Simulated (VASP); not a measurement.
A run of VASP 6.6.1:

File INCAR:

```
SYSTEM = Sn3Te2O
PREC = Accurate
ENCUT = 520
EDIFF = 1E-6
ISMEAR = 0
SIGMA = 0.1
LREAL = .False.
LASPH = .True.
NELM = 100
ALGO = Normal
ISIF = 2
LWAVE = .False.
LCHARG = .False.
GGA = PE
NBANDS = 39
```

The input KPOINTS:

```
Automatic mesh
0
Gamma
  3 3 3
  0 0 0
```

File POSCAR:

```
Sn3Te2O
1.0
    3.3635370061      1.9419389947      3.8763886609
   -3.3635370061      1.9419389947      3.8763886609
    0.0000000000     -3.8838779931      3.8763886591
Sn Te O
3 2 1
Direct
    0.0000000000      0.5000000000      0.5000000000
    0.5000000000      0.0000000000      0.5000000000
    0.5000000000      0.5000000000      0.0000000000
    0.8718300882      0.8718300882      0.8718300882
    0.1281699118      0.1281699118      0.1281699118
    0.5000000000      0.5000000000      0.5000000000
```

Potentials or basis: VASP PAW PBE potentials, release 64 (Sn_d, Te, O).

Command:

```sh
$ cat potpaw_PBE.64/Sn_d/POTCAR potpaw_PBE.64/Te/POTCAR potpaw_PBE.64/O/POTCAR > POTCAR
$ mpirun -np 1 vasp_std > vasp.out
```

Hardware: 1 thread of Intel(R) Xeon(R) 6975P-C (Granite Rapids) (shared host).

Question: How long does it take, and how much memory?

Answer: It took 22 s on 1 thread of Intel(R) Xeon(R) 6975P-C (Granite Rapids), with other jobs on the host, peak memory 0.26 GiB. Counts: scf iterations 15, k points 6.
